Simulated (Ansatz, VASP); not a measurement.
# One calculation of AlN, two programs

The input INCAR:

```
ALGO     = Normal         # electronic algorithm
EDIFF    = 1E-8           # SCF threshold, eV
ENCUT    = 520            # plane-wave cutoff, eV
ISIF     = 2              # what is computed and relaxed
ISMEAR   = -1             # smearing method
LASPH    = T              # aspherical terms in the spheres
LCHARG   = F              # write CHGCAR
LEFG     = T            
LREAL    = F              # projectors in reciprocal space
LWAVE    = F              # write WAVECAR
NBANDS   = 11             # bands
NELM     = 80             # most SCF steps
PREC     = Accurate       # precision mode
SIGMA    = 0.02           # smearing width, eV
```

File KPOINTS:

```
k-points
0
Gamma
  10 10 10
```

POSCAR

```
AlN
1.0
    0.0593400000      2.0076700000      2.0076700000
    2.0076700000      0.0593400000      2.0076700000
    2.0076700000      2.0076700000      0.0593400000
Al N
1 1
Direct
    0.0000000000      0.0000000000      0.0000000000
    0.5000000000      0.5000000000      0.5000000000
```

Input for Ansatz:

```yaml
crystal:
  lattice:
    - [0.05934, 2.00767, 2.00767]
    - [2.00767, 0.05934, 2.00767]
    - [2.00767, 2.00767, 0.05934]
  atoms:
    - { symbol: Al, position: [0.0, 0.0, 0.0] }
    - { symbol: "N", position: [0.5, 0.5, 0.5] }
kpoints:
  mp_grid: { grid: [10, 10, 10] }
scf:
  occupations: { method: fermi_dirac, width: 0.02 }
hamiltonian:
  xc: lda
  pseudopotentials: { kind: all_electron, datasets: crystal }
output:
  forces: true
  stress: true
  eigenvalues: true
  efg: { contact_densities: true }
```

Change from the starting cell: equal xy, yz and zx shear strains of +3 %, crystal datasets.

Alike in both runs: task electric field gradients; functional LDA; k mesh 10 × 10 × 10; occupations fermi-dirac, width 0.02 eV; no spin polarisation.

|  | VASP | Ansatz |
| --- | --- | --- |
| version | VASP 6.6.1 | Ansatz 0.2.0 |
| potentials or method | VASP PAW LDA potentials, release 64 (Al, N), cutoff 520 eV | all-electron PAW with datasets made for the crystal, scalar-relativistic |

Ansatz gave:

```
gap on the k mesh at the Fermi level (eV)                     : 4.36
pressure (GPa)                                                : 12.8
traceless stress, the component that is largest in VASP (GPa) : -10.77
size of Vzz on the site where it differs most (V/Å²)          : 2.1
```

Q: What did VASP give for the same quantities?

A: gap on the k mesh at the Fermi level (eV): 4.35; pressure (GPa): 13.6; traceless stress, the component that is largest in VASP (GPa): -10.77; size of Vzz on the site where it differs most (V/Å²): 0.8.

LDA's correlation is that of Perdew and Zunger in VASP and of Perdew and Wang (1992) in Ansatz. Ansatz ran all-electron here, and VASP with PAW potentials.
